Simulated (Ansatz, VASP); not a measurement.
**CoSi2 in VASP and in Ansatz**

Contents of INCAR:

```
PREC = Accurate
ENCUT = 520
EDIFF = 1E-7
ISMEAR = 0
SIGMA = 0.15
LREAL = F
LASPH = T
NELM = 80
ALGO = Normal
ISIF = 2
LWAVE = F
LCHARG = T
GGA = PS
LELF = T
LVHAR = T
NBANDS = 16
```

Contents of KPOINTS:

```
Automatic mesh
0
Gamma
  18 18 18
```

POSCAR

```
CoSi2
1.0
    0.0000000000      2.6562539720      2.6562539720
    2.6562539720      0.0000000000      2.6562539720
    2.6562539720      2.6562539720      0.0000000000
Co Si
1 2
Direct
    0.0000000000      0.0000000000      0.0000000000
    0.2500000000      0.2500000000      0.2500000000
    0.7500000000      0.7500000000      0.7500000000
```

Input for Ansatz:

```yaml
crystal:
  lattice:
    - [0.0, 2.656253972, 2.656253972]
    - [2.656253972, 0.0, 2.656253972]
    - [2.656253972, 2.656253972, 0.0]
  atoms:
    - { symbol: Co, position: [0.0, 0.0, 0.0] }
    - { symbol: Si, position: [0.25, 0.25, 0.25] }
    - { symbol: Si, position: [0.75, 0.75, 0.75] }
basis:
  ecutwfc: 420
kpoints:
  mp_grid: { grid: [18, 18, 18] }
hamiltonian:
  xc: pbesol
scf:
  occupations: { method: gaussian, width: 0.15 }
output:
  forces: true
  stress: true
  eigenvalues: true
```

Alike in both runs: task single point; functional PBEsol; k mesh 18 × 18 × 18; occupations gaussian, width 0.15 eV; no spin polarisation.

```csv
,VASP,Ansatz
version,VASP 6.6.1,Ansatz 0.2.0
potentials or method,"VASP PAW PBE potentials, release 64 (Co, Si), cutoff 520 eV","scalar-relativistic, plane waves, PAW"
valence electrons in the cell,17,25
```

Ansatz gave:

| Item | Value |
| --- | --- |
| gap on the k mesh at the Fermi level (eV) | none |
| pressure (GPa) | 0.0 |

Question: Estimate VASP's values.

Answer: gap on the k mesh at the Fermi level (eV): none; pressure (GPa): 0.1.

VASP's potentials were made for PBE, not for PBEsol. A gap of «none» marks a metal or a gap that the smearing closes. VASP's potentials hold 17 valence electrons a cell and Ansatz's 25, so a difference there can come from the potentials and not from the codes.
